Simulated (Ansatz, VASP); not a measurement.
# One calculation of Ba, two programs

Contents of INCAR:

```
  PREC = Accurate
  ENCUT = 520
  EDIFF = 1E-6
  ISMEAR = -1
  SIGMA = 0.05
  LREAL = F
  LASPH = T
  NELM = 100
  ALGO = Normal
  ISIF = 2
  LWAVE = F
  LCHARG = F
  GGA = PS
  NBANDS = 11
```

KPOINTS

```
regular mesh
0
Gamma
  10 10 10
```

File POSCAR:

```
Ba
1.0
   -2.5000000000      2.5000000000      2.5250000000
    2.5000000000     -2.5000000000      2.5250000000
    2.5000000000      2.5000000000     -2.5250000000
Ba
1
Direct
    0.0000000000      0.0000000000      0.0000000000
```

Input for Ansatz:

```yaml
crystal:
  lattice:
    - [-2.5, 2.5, 2.525]
    - [2.5, -2.5, 2.525]
    - [2.5, 2.5, -2.525]
  atoms:
    - { symbol: Ba, position: [0.0, 0.0, 0.0] }
kpoints:
  mp_grid: { grid: [10, 10, 10] }
  band_path:
    path:
      - [0.0, 0.0, 0.0]
      - [0.0, 0.0, 0.5]
      - [0.25, 0.25, 0.25]
      - [0.0, 0.5, 0.0]
      - [0.0, 0.0, 0.0]
      - [0.5, 0.5, -0.5]
      - [0.4950740124, 0.5049259876, -0.4950740124]
      - [-0.4950740124, 0.4950740124, 0.4950740124]
      - [0.0, 0.0, 0.0]
    npoints: 5
scf:
  occupations: { method: fermi_dirac, width: 0.05 }
hamiltonian:
  xc: pbesol
  pseudopotentials: { kind: all_electron, lapw: { basis_error: 0.0005 } }
output:
  forces: true
  stress: true
  eigenvalues: true
```

Change from the starting cell: zz strain of +1 %.

Alike in both runs: task single point; functional PBEsol; k mesh 10 × 10 × 10; occupations fermi-dirac, width 0.05 eV; no spin polarisation.

```csv
,VASP,Ansatz
version,VASP 6.6.1,Ansatz 0.2.0
potentials or method,"VASP PAW PBE potentials, release 64 (Ba_sv), cutoff 520 eV","all-electron LAPW, scalar-relativistic"
```

```tsv
	VASP	Ansatz	Ansatz less VASP
pressure (GPa)	-0.6	-0.7	-0.06
```

VASP's potentials were made for PBE, not for PBEsol. Ansatz ran all-electron here, and VASP with PAW potentials.

Spin-orbit coupling is off throughout.
